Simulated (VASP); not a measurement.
Runs of VASP 6.6.1 on SnSe. The structure is that of space group Pnma (No. 62), or close to it. The cells are those of the table. 

| cell | k mesh | cutoff (eV) | smearing | gap on the mesh (eV) | pressure (GPa) | largest force (eV/Å) |
| --- | --- | --- | --- | --- | --- | --- |
| a = 11.420, b = 4.190, c = 4.460 Å, 8 atoms | 2 × 4 × 4 | 520 | gaussian 0.1 eV | (c) | 0.2 | 0.29 |
| a = 11.044, b = 4.060, c = 4.119 Å, 8 atoms | 4 × 8 × 8 | 520 | gaussian 0.02 eV | (b) | 6.5 | 0.02 |
| a = 11.482, b = 4.168, c = 4.386 Å, 8 atoms | 4 × 8 × 8 | 520 | gaussian 0.02 eV | 0.56 | 0.0 | 0.01 |
| a = 11.600, b = 4.191, c = 4.447 Å, 8 atoms | 4 × 8 × 8 | 520 | gaussian 0.02 eV | 0.65 | -0.9 | 0.02 |
| a = 11.363, b = 4.147, c = 4.307 Å, 8 atoms | 4 × 8 × 8 | 500 | gaussian 0.02 eV | (a) | (d) | 0.02 |
| a = 11.488, b = 4.170, c = 4.386 Å, 8 atoms | 4 × 6 × 6 | 520 | gaussian 0.02 eV | 0.46 | 0.0 | 0.02 |

Alike in all rows: task single point; level PBE+D3(BJ); potentials or basis VASP PAW PBE potentials, release 64 (Sn_d, Se); no spin polarisation.

Q: Fill in the values left out.

A: (a) 0.41; (b) none; (c) 1.08; (d) 1.3.

Caveats: spin-orbit coupling is left out, which moves the levels of the heavy elements; pairwise dispersion overbinds metals, which lowers pressure and volume (some runs).

A k mesh can miss the band edges, and the runs leave out spin-orbit coupling on Se, Sn.
